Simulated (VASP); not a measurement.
# C (P6_3/mmc) in VASP: notebook

Aim: see how the results for C move with the level of theory and the settings. Levels: HSE06, PBE. Tasks: single point.

Everything below comes from runs of VASP 6.6.1. Logs are shortened: lines on timing, memory, paths and dates and some standing lists are left out, and cuts for length are marked.

## 1. The cell of the first run

It takes space group P6_3/mmc (No. 194, hexagonal). The conventional cell has a = 2.466 Å, b = 2.466 Å, c = 8.143 Å, α = 90.00°, β = 90.00°, γ = 120.00°. Within 1.9 Å of C (site symmetry -6m2) lie 3 C at 1.42 Å. Within 1.9 Å of C (site symmetry -6m2) lie 3 C at 1.42 Å.

## 2. Single point, HSE06

POSCAR

```
C
1.0
    2.4662605086      0.0000000000      0.0000000000
   -1.2331302543      2.1358442528      0.0000000000
    0.0000000000      0.0000000000      8.1426243982
C
4
Direct
    0.0000000000      0.0000000000      0.2500000000
    0.0000000000      0.0000000000      0.7500000000
    0.3333333333      0.6666666667      0.2500000000
    0.6666666667      0.3333333333      0.7500000000
```

INCAR.step1

```
PREC = Accurate
ENCUT = 520
EDIFF = 1E-5
ISMEAR = 0
SIGMA = 0.05
LREAL = False
LASPH = True
NELM = 60
ALGO = Normal
ISIF = 2
LWAVE = True
GGA = PE
NBANDS = 16
```

INCAR.step2

```
PREC = Accurate
ENCUT = 520
EDIFF = 1E-6
ISMEAR = 0
SIGMA = 0.05
LREAL = False
LASPH = True
NELM = 60
ALGO = Normal
ISIF = 2
LWAVE = False
LCHARG = True
GGA = PE
LHFCALC = True
HFSCREEN = 0.2079
PRECFOCK = Normal
LELF = True
LVHAR = True
ISTART = 1
NBANDS = 16
```

KPOINTS

```
Automatic mesh
0
Gamma
  8 8 2
```

Potentials or basis: VASP PAW PBE potentials, release 64 (C).

Launch:

```bash
cat potpaw_PBE.64/C/POTCAR > POTCAR
cp INCAR.step1 INCAR
mpirun -np 1 vasp_std > vasp.out
cp INCAR.step2 INCAR
mpirun -np 1 vasp_std > vasp.out
```

OUTCAR:

```text
PREC = Accurate
   ENCUT = 520
   EDIFF = 1E-6
   ISMEAR = 0
   LREAL = False
   LASPH = True
   NELM = 60
   ISIF = 2
   GGA = PE
   LHFCALC = True
   HFSCREEN = 0.2079
   PRECFOCK = Normal
   ISTART = 1

 ion  position               nearest neighbor table
   1  0.000  0.000  0.250-   3 1.42   3 1.42   3 1.42
   2  0.000  0.000  0.750-   4 1.42   4 1.42   4 1.42
   3  0.333  0.667  0.250-   1 1.42   1 1.42   1 1.42
   4  0.667  0.333  0.750-   2 1.42   2 1.42   2 1.42

  LATTYP: Found a hexagonal cell.
 ALAT       =     2.4662605086
 C/A-ratio  =     3.3016075835

  Lattice vectors:

 A1 = (   2.4662605086,   0.0000000000,   0.0000000000)
 A2 = (  -1.2331302543,   2.1358442528,   0.0000000000)
 A3 = (   0.0000000000,   0.0000000000,   8.1426243982)

Analysis of symmetry for initial positions (statically):
=====================================================================
 Subroutine PRICEL returns:
 Original cell was already a primitive cell.

 Routine SETGRP: Setting up the symmetry group for a
 hexagonal supercell.

 Subroutine GETGRP returns: Found 24 space group operations
 (whereof 12 operations were pure point group operations)
 out of a pool of 24 trial point group operations.

The static configuration has the point symmetry D_3d.
 The point group associated with its full space group is D_6h.

Analysis of symmetry for dynamics (positions and initial velocities):
=====================================================================
 Subroutine PRICEL returns:
 Original cell was already a primitive cell.

 Routine SETGRP: Setting up the symmetry group for a
 hexagonal supercell.

 Subroutine GETGRP returns: Found 24 space group operations
 (whereof 12 operations were pure point group operations)
 out of a pool of 24 trial point group operations.

The dynamic configuration has the point symmetry D_3d.
 The point group associated with its full space group is D_6h.

 Subroutine INISYM returns: Found 24 space group operations
 (whereof 12 operations are pure point group operations),
 and found     1 'primitive' translations

----------------------------------------------------------------------------------------

                                     Primitive cell

  volume of cell :      42.8917

  direct lattice vectors                    reciprocal lattice vectors
     2.466260509  0.000000000  0.000000000     0.405472170  0.234099466  0.000000000
    -1.233130254  2.135844253  0.000000000     0.000000000  0.468198933  0.000000000
     0.000000000  0.000000000  8.142624398     0.000000000  0.000000000  0.122810528

  length of vectors
     2.466260509  2.466260509  8.142624398     0.468198933  0.468198933  0.122810528

  position of ions in fractional coordinates (direct lattice)
     0.000000000  0.000000000  0.250000000
     0.000000000  0.000000000  0.750000000
     0.333333333  0.666666667  0.250000000
     0.666666667  0.333333333  0.750000000

  ion indices of the primitive-cell ions
   primitive index   ion index
                 1           1
                 2           2
                 3           3
                 4           4

----------------------------------------------------------------------------------------

 KPOINTS: Automatic mesh

Automatic generation of k-mesh.
 Grid dimensions read from file:
 generate k-points for:    8    8    2

 Generating k-lattice:

  Cartesian coordinates                     Fractional coordinates (reciprocal lattice)
     0.050684021  0.029262433  0.000000000     0.125000000 -0.000000000  0.000000000
     0.000000000  0.058524867  0.000000000     0.000000000  0.125000000  0.000000000
     0.000000000  0.000000000  0.061405264     0.000000000  0.000000000  0.500000000

  Length of vectors
     0.058524867  0.058524867  0.061405264

  Shift w.r.t. Gamma in fractional coordinates (k-lattice)
     0.000000000  0.000000000  0.000000000

 Subroutine IBZKPT returns following result:
 ===========================================

 Found     20 irreducible k-points:

 Following reciprocal coordinates:
            Coordinates               Weight
  0.000000  0.000000  0.000000      1.000000
  0.125000  0.000000  0.000000      6.000000
  0.250000  0.000000  0.000000      6.000000
  0.375000  0.000000  0.000000      6.000000
  0.500000  0.000000  0.000000      3.000000
  0.125000  0.125000  0.000000      6.000000
[... 12 lines left out ...]
  0.250000  0.250000  0.500000      6.000000
  0.375000  0.250000  0.500000      6.000000
   k-points           NKPTS =     20   k-points in BZ     NKDIM =    128   number of bands    NBANDS=     16
   number of dos      NEDOS =    301   number of ions     NIONS =      4
   total plane-waves  NPLWV =  20736
   dimension x,y,z NGX =    18 NGY =   18 NGZ =   64
   dimension x,y,z NGXF=    36 NGYF=   36 NGZF=  128
   ions per type =               4
   NGX,Y,Z   is equivalent  to a cutoff of  12.13, 12.13, 13.07 a.u.
   NGXF,Y,Z  is equivalent  to a cutoff of  24.27, 24.27, 26.13 a.u.
 SYSTEM =  unknown system
   PREC   = accura    normal or accurate (medium, high low for compatibility)
   ISTART =      1    job   : 0-new  1-cont  2-samecut
   ICHARG =      0    charge: 1-file 2-atom 10-const
   ISPIN  =      1    spin polarized calculation?
   LNONCOLLINEAR =      F non collinear calculations
   LSORBIT =      F    spin-orbit coupling
   LASPH  =      T    aspherical Exc in radial PAW
   ENCUT  =  520.0 eV  38.22 Ry    6.18 a.u.   4.59  4.59 15.14*2*pi/ulx,y,z
   NELM   =     60;   NELMIN=  2; NELMDL=  0     # of ELM steps
   EDIFF  = 0.1E-05   stopping-criterion for ELM
   LREAL  =      F    real-space projection
   EDIFFG = 0.1E-04   stopping-criterion for IOM
   NSW    =      0    number of steps for IOM
   IBRION =     -1    ionic relax: 0-MD 1-quasi-New 2-CG
   NFREE  =      0    steps in history (QN), initial steepest desc. (CG)
   ISIF   =      2    stress and relaxation
   ISYM   =      3    0-nonsym 1-usesym 2-fastsym
   POTIM  = 0.5000    time-step for ionic-motion
   TEBEG  =    0.0;   TEEND  =   0.0 temperature during run
   PSTRESS=    0.0 pullay stress
   NELECT =      16.0000    total number of electrons
   NUPDOWN=      -1.0000    fix difference up-down
   EMIN   =  10.00;   EMAX   =-10.00  energy-range for DOS
   EFERMI =   0.00;   METHOD = LEGACY
   ISMEAR =     0;   SIGMA  =   0.05  broadening in eV -4-tet -1-fermi 0-gaus
   EFERMI_NEDOS =   21; number of points for ismear=-14 and -15
   IALGO  =     38    algorithm
   IMIX   =      1    mixing-type and parameters
     AMIX     =   0.40;   BMIX     =  1.00
     AMIX_MAG =   1.60;   BMIX_MAG =  1.00
  volume/ion in A,a.u.               =      10.72        72.36
  Fermi-wavevector in a.u.,A,eV,Ry     =   1.178484  2.227013 18.896119  1.388826
  Thomas-Fermi vector in A             =   2.314813
   LORBIT       =      0    0 simple, 1 ext, 2 COOP (PROOUT), +10 PAW based schemes
   GGA     = PE    functional components
   LHFCALC =     T    Hartree Fock is set to
   PRECFOCK=normal    Normal, Fast or Accurate (Low or Medium for compatibility)
   ENCUT4O =  -1.0   cutoff for four orbital integrals eV
   NKREDX  =     1    reduce k-point grid by
   NKREDY  =     1    reduce k-point grid by
   NKREDZ  =     1    reduce k-point grid by
   AEXX    =    0.2500 exact exchange contribution
   HFSCREEN=    0.2079 screening length (either q_TF or 0.3 A-1)
   HFSCREENC=   0.2079 screening length for correlation (either q_TF or 0.3 A-1)
   ENCUTFOCK=  -1.0 apply spherical cutoff to Coloumb kernel
   IVDW    =     0    specifies the selected vdW correction
   LEPSILON=     F    determine dielectric tensor
   LRPA    =     F    only Hartree local field effects (RPA)
 non-spin polarized calculation
 Gauss-broadening in eV      SIGMA  =   0.05
  energy-cutoff  :      520.00
  volume of cell :       42.89
 maximum number of plane-waves:      1174
  NGX = 14; NGY = 14; NGZ = 48

 number of electron      15.9999996 magnetization

 Free energy of the ion-electron system (eV)
  ---------------------------------------------------
  ext. energy  EPLUGINS =         0.00000000
  ---------------------------------------------------
  free energy    TOTEN  =       -42.33688826 eV

  energy without entropy =      -42.33688826  energy(sigma->0) =      -42.33688826

 E-fermi :   2.1501     XC(G=0):  -7.4975

 val. band max:        1.9376218864   @ k =   0.3750   0.2500   0.0000
 cond. band min:       4.2422544219   @ k =   0.3750   0.2500   0.5000
 fundamental gap:      2.3046325355
 Fermi energy:         2.1501125750

 k-point     1 :       0.0000    0.0000    0.0000
  band No.  band energies     occupation
      1     -19.0027      2.00000
      2     -18.9438      2.00000
      3      -6.1113      2.00000
      4      -5.4125      2.00000
      5      -0.9331      2.00000
      6      -0.9331      2.00000
[... 8 lines left out ...]
     15      16.1177      0.00000
     16      16.1590      0.00000

 k-point     2 :       0.1250    0.0000    0.0000
  band No.  band energies     occupation
      1     -18.6000      2.00000
      2     -18.5426      2.00000
      3      -5.6131      2.00000
      4      -4.9253      2.00000
      5      -2.4324      2.00000
      6      -2.4258      2.00000
[... 8 lines left out ...]
     15      14.7204      0.00000
     16      14.8047      0.00000

 k-point     3 :       0.2500    0.0000    0.0000
  band No.  band energies     occupation
      1     -17.4012      2.00000
      2     -17.3485      2.00000
      3      -5.7212      2.00000
      4      -5.7057      2.00000
      5      -4.1395      2.00000
      6      -3.4899      2.00000
[... 8 lines left out ...]
     15      17.0920      0.00000
     16      17.7497      0.00000
[... 286 lines left out ...]
 k-point    19 :       0.2500    0.2500    0.5000
  band No.  band energies     occupation
      1     -14.2991      2.00000
      2     -14.2991      2.00000
      3      -9.1498      2.00000
      4      -9.1498      2.00000
      5      -7.3085      2.00000
      6      -7.3085      2.00000
[... 8 lines left out ...]
     15      16.5515      0.00000
     16      16.5515      0.00000

 k-point    20 :       0.3750    0.2500    0.5000
  band No.  band energies     occupation
      1     -12.2445      2.00000
      2     -12.2445      2.00000
      3     -11.2185      2.00000
      4     -11.2185      2.00000
      5      -8.1689      2.00000
      6      -8.1689      2.00000
[... 8 lines left out ...]
     15      16.8072      0.00000
     16      16.8072      0.00000

------------------------ aborting loop because EDIFF is reached ----------------------------------------

  FORCE on cell =-STRESS in cart. coord.  units (eV):
  Direction    XX          YY          ZZ          XY          YZ          ZX
  --------------------------------------------------------------------------------------
  -------------------------------------------------------------------------------------
  Total       -1.6967185     -1.6967185     -0.0152703      0.0000000      0.0000000     -0.0000000
  in kB      -63.3793030    -63.3793030     -0.5704079      0.0000000      0.0000000     -0.0000000
  external PRESSURE =     -42.4430046 kB  Pullay stress =       0.0000000 kB

 VOLUME and BASIS-vectors are now :
 -----------------------------------------------------------------------------
  energy-cutoff  :      520.00
  volume of cell :       42.89
      direct lattice vectors                 reciprocal lattice vectors
     2.466260509  0.000000000  0.000000000     0.405472170  0.234099466  0.000000000
    -1.233130254  2.135844253  0.000000000     0.000000000  0.468198933  0.000000000
     0.000000000  0.000000000  8.142624398     0.000000000  0.000000000  0.122810528

 POSITION                                       TOTAL-FORCE (eV/Angst)
 -----------------------------------------------------------------------------------
      0.00000      0.00000      2.03566        -0.000000      0.000000     -0.000000
      0.00000      0.00000      6.10697         0.000000     -0.000000     -0.000000
     -0.00000      1.42390      2.03566        -0.000000      0.000000      0.000000
      1.23313      0.71195      6.10697         0.000000     -0.000000      0.000000
 -----------------------------------------------------------------------------------
    total drift:                                0.000000      0.000000     -0.000000

  FREE ENERGIE OF THE ION-ELECTRON SYSTEM (eV)
  ---------------------------------------------------
  free  energy   TOTEN  =       -42.3368882616 eV

  energy  without entropy=      -42.3368882616  energy(sigma->0) =      -42.33688826
```

It took 16 min on 1 thread of Oxide Virtual Turin-like, shared host; peak memory 0.22 GiB.

What came out:

| Item | Value |
| --- | --- |
| Free energy | -42.3369 eV |
| Pressure | -4.2 GPa |

Stress tensor (GPa, compression positive):
```
-6.34  0.00  0.00
 0.00 -6.34  0.00
 0.00  0.00 -0.06
```

Caveat: the stress differs along the axes, from -6 to -0 GPa; this functional lacks dispersion, which binds layers or chains, so the pressure and a relaxed spacing across them are unreliable; the PAW data sets were made with another functional, which shifts forces and pressure a little.

## 3. Single point, PBE

INCAR

```
PREC = Accurate ; ENCUT = 520
EDIFF = 1E-6 ; ISMEAR = 0
SIGMA = 0.05 ; LREAL = False
LASPH = True ; NELM = 100
ALGO = Normal ; ISIF = 2
LWAVE = False ; LCHARG = False
GGA = PE ; NBANDS = 16
```

KPOINTS

```
regular mesh
0
Gamma
  10 10 4
```

POSCAR is that of step 2.

Potentials or basis: VASP PAW PBE potentials, release 64 (C).

Launch:

```bash
cat potpaw_PBE.64/C/POTCAR > POTCAR
mpirun -np 1 vasp_std > vasp.out
```

Wall time 45 s (1 thread of Oxide Virtual Turin-like, shared host); peak memory 0.12 GiB.

The run converged. Its results:

| Quantity | Value |
| --- | --- |
| Free energy | -36.9139 eV |
| Pressure | 0.5 GPa |

Stress tensor (GPa, compression positive):
```
0.60 0.00 0.00
0.00 0.60 0.00
0.00 0.00 0.15
```

Caveat: this functional lacks dispersion, which binds layers or chains, so the pressure and a relaxed spacing across them are unreliable.

## 4. Single point, HSE06 (10.38 Å³/atom)

This run uses another cell than the first one, of 10.38 Å³/atom.

POSCAR

```
C
1.0
    2.4494334962      0.0000000000      0.0000000000
   -1.2247167481      2.1212716326      0.0000000000
    0.0000000000      0.0000000000      7.9931081901
C
4
Direct
    0.0000000000      0.0000000000      0.2500000000
    0.0000000000      0.0000000000      0.7500000000
    0.3333333333      0.6666666667      0.2500000000
    0.6666666667      0.3333333333      0.7500000000
```

INCAR.step1

```
PREC = Accurate ; ENCUT = 520
EDIFF = 1E-5 ; ISMEAR = 0
SIGMA = 0.05 ; LREAL = F
LASPH = T ; NELM = 80
ALGO = Normal ; ISIF = 2
LWAVE = T ; NBANDS = 16
GGA = PE
```

INCAR.step2

```
PREC = Accurate ; ENCUT = 520
EDIFF = 1E-7 ; ISMEAR = 0
SIGMA = 0.05 ; LREAL = F
LASPH = T ; NELM = 80
ALGO = Normal ; ISIF = 2
LWAVE = F ; LCHARG = T
GGA = PE ; LHFCALC = T
HFSCREEN = 0.2079 ; PRECFOCK = Normal
LELF = T ; LVHAR = T
NBANDS = 16 ; ISTART = 1
```

KPOINTS

```
Automatic mesh
0
Gamma
  8 8 2
```

Launch:

```bash
cat potpaw_PBE.64/C/POTCAR > POTCAR
cp INCAR.step1 INCAR
mpirun -np 1 vasp_std > vasp.out
cp INCAR.step2 INCAR
mpirun -np 1 vasp_std > vasp.out
```

It took 31 min on 1 thread of Oxide Virtual Turin-like, shared host; peak memory 0.22 GiB.

Results (log left out):

| Item | Value |
| --- | --- |
| Free energy | -42.3460 eV |
| Pressure | 0.6 GPa |

Stress tensor (GPa, compression positive):
```
0.95 0.00 0.00
0.00 0.95 0.00
0.00 0.00 0.01
```

Caveat: this functional lacks dispersion, which binds layers or chains, so the pressure and a relaxed spacing across them are unreliable; the PAW data sets were made with another functional, which shifts forces and pressure a little.

## 5. Single point, HSE06

This run uses another cell than the first one, of 10.38 Å³/atom.

POSCAR is that of step 4.

INCAR.step1

```
SYSTEM = C
  PREC = Accurate
  ENCUT = 520
  EDIFF = 1E-5
  ISMEAR = 0
  SIGMA = 0.05
  LREAL = .False.
  LASPH = .True.
  NELM = 100
  ALGO = Normal
  ISIF = 2
  LWAVE = .True.
  LCHARG = .False.
  GGA = PE
  NBANDS = 16
```

INCAR.step2

```
SYSTEM = C
  PREC = Accurate
  ENCUT = 520
  EDIFF = 1E-6
  ISMEAR = 0
  SIGMA = 0.05
  LREAL = .False.
  LASPH = .True.
  NELM = 100
  ALGO = Normal
  ISIF = 2
  LWAVE = .False.
  LCHARG = .False.
  GGA = PE
  LHFCALC = .True.
  HFSCREEN = 0.2079
  PRECFOCK = Normal
  ISTART = 1
  NBANDS = 16
```

KPOINTS

```
regular mesh
0
Gamma
  8 8 2
  0 0 0
```

Launch:

```bash
cat potpaw_PBE.64/C/POTCAR > POTCAR
cp INCAR.step1 INCAR
mpirun -np 1 vasp_std > vasp.out
cp INCAR.step2 INCAR
mpirun -np 1 vasp_std > vasp.out
```

Run time: 28 min. Hardware: 1 thread of Oxide Virtual Turin-like, shared host; peak memory 0.22 GiB.

The run converged. Its results:

* Free energy: -42.3460 eV
* Pressure: 0.6 GPa

Stress tensor (GPa, compression positive):
```
0.95 0.00 0.00
0.00 0.95 0.00
0.00 0.00 0.00
```

Caveat: this functional lacks dispersion, which binds layers or chains, so the pressure and a relaxed spacing across them are unreliable; the PAW data sets were made with another functional, which shifts forces and pressure a little.

## 6. The runs side by side

```csv
level,cell,k mesh,grid for exact exchange (PRECFOCK),share of exact exchange,screening parameter,pressure (GPa)
HSE06,"a = 2.466, b = 2.466, c = 8.143 Å, angles 90.0, 90.0, 120.0°, 4 atoms",8 × 8 × 2,Normal,0.25,0.2079 1/Å,-4.2
PBE,"a = 2.466, b = 2.466, c = 8.143 Å, angles 90.0, 90.0, 120.0°, 4 atoms",10 × 10 × 4,-,-,-,0.5
HSE06,"a = 2.449, b = 2.449, c = 7.993 Å, angles 90.0, 90.0, 120.0°, 4 atoms",8 × 8 × 2,Normal,0.25,0.2079 1/Å,0.6
```

Alike in all rows: task single point; potentials or basis VASP PAW PBE potentials, release 64 (C); no spin polarisation; cutoff (eV) 520; smearing gaussian 0.05 eV.

Caveats: this functional lacks dispersion, which binds layers or chains, so the pressure and a relaxed spacing across them are unreliable; the PAW data sets were made with another functional, which shifts forces and pressure a little (at least some runs); the stress differs along the axes, from -6 to -0 GPa (at least some runs).

Total energies depend on the potentials used, so only differences within one code and one set of settings carry meaning.
